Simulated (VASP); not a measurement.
**Pb: relaxation of cell and atoms with PBE+D3(BJ)**

System: Pb, a slab with vacuum.

```
Pb
1.0
     3.36637    0.00000    0.00000
    -1.68319    2.91536    0.00000
     0.00000    0.00000   39.50067
Pb
4
Cartesian
  0.0000 0.0000 21.4343
  0.0000 0.0000 18.0663
  0.0000 1.9436 15.0723
  1.6832 0.9718 24.4284
```

| Property | Result |
| --- | --- |
| Program | VASP 6.6.1 |
| Task | relaxation of cell and atoms |
| Functional | PBE |
| Dispersion | D3(BJ) |
| Potentials or basis | VASP PAW PBE potentials, release 64 (Pb_d) |
| Cutoff | 600 eV |
| k mesh | 12 × 12 × 1 |
| Occupations | gaussian, width 0.1 eV |
| Spin | no spin polarisation |
| Dipole correction | no |
| Further INCAR settings | ALGO = Fast; EDIFF = 1e-06; IBRION = 2; EDIFFG = -0.01; NSW = 80; ISIF = 3 |

```yaml
Relaxed_cell: a = 3.438 Å, b = 3.438 Å, c = 38.431 Å, α = 90.00°, β = 90.00°, γ = 120.00°
Space_group_after_relaxing_to_0.1_Å: P-3m1 (No. 164)
Energy_gained_by_relaxing: 22.7 meV/atom
Ionic_steps: 13
Largest_force_after_relaxing: 0.007 eV/Å
Band_gap_on_the_k_mesh: zero (bands 28 and 29 overlap by 4.25 eV)
Dispersion_energy_per_atom: -0.315 eV
```

Forces on the atoms (eV/Å):
```
Pb   0.000  0.000  0.007
Pb   0.000  0.000 -0.007
Pb   0.000  0.000  0.004
Pb   0.000  0.000 -0.004
```

Step by step:
| step | energy change (eV) | largest force (eV/Å) | pressure (GPa) | volume (Å³) |
| --- | --- | --- | --- | --- |
| 1 | 0.0000 | 0.2990 | 0.19 | 387.67 |
| 2 | -0.0633 | 0.3045 | -0.13 | 394.04 |
| 3 | -0.0681 | 0.2977 | -0.24 | 396.73 |
| 4 | -0.0682 | 0.3009 | -0.22 | 396.25 |
| 5 | -0.0822 | 0.1773 | 0.04 | 389.33 |
| 6 | -0.0825 | 0.1548 | 0.08 | 388.20 |
| 7 | -0.0875 | 0.0922 | 0.06 | 389.90 |
| 8 | -0.0902 | 0.0215 | 0.01 | 393.74 |
| 9 | -0.0905 | 0.0020 | 0.02 | 392.91 |
| 10 | -0.0905 | 0.0074 | 0.02 | 392.81 |
| 11 | -0.0906 | 0.0012 | -0.02 | 393.77 |
| 12 | -0.0906 | 0.0128 | -0.01 | 393.53 |
| 13 | -0.0906 | 0.0075 | -0.01 | 393.49 |

Final structure:
```
Pb
1.0
     3.43845    0.00000    0.00000
    -1.71923    2.97779    0.00000
     0.00000    0.00000   38.43059
Pb
4
Direct
  0.00000 0.00000 0.54460
  0.00000 0.00000 0.45540
  0.33333 0.66667 0.38257
  0.66667 0.33333 0.61743
```

Levels at points of the mesh, in eV from the Fermi level:
```
           k point  band 26  band 27  band 28  band 29  band 30  band 31
(0.00, 0.00, 0.00)    -1.98     0.75     2.54     3.53     3.84     3.87
(0.50, 0.00, 0.00)    -3.42    -2.67    -2.47     0.35     1.34     2.41
```

Run time: 41 min on 1 thread of Intel(R) Xeon(R) 6975P-C (Granite Rapids), on a shared host, peak memory 0.74 GiB.

Caveat: there is no dipole correction, which matters where the two faces differ; spin-orbit coupling is left out, which moves the levels of the heavy elements.
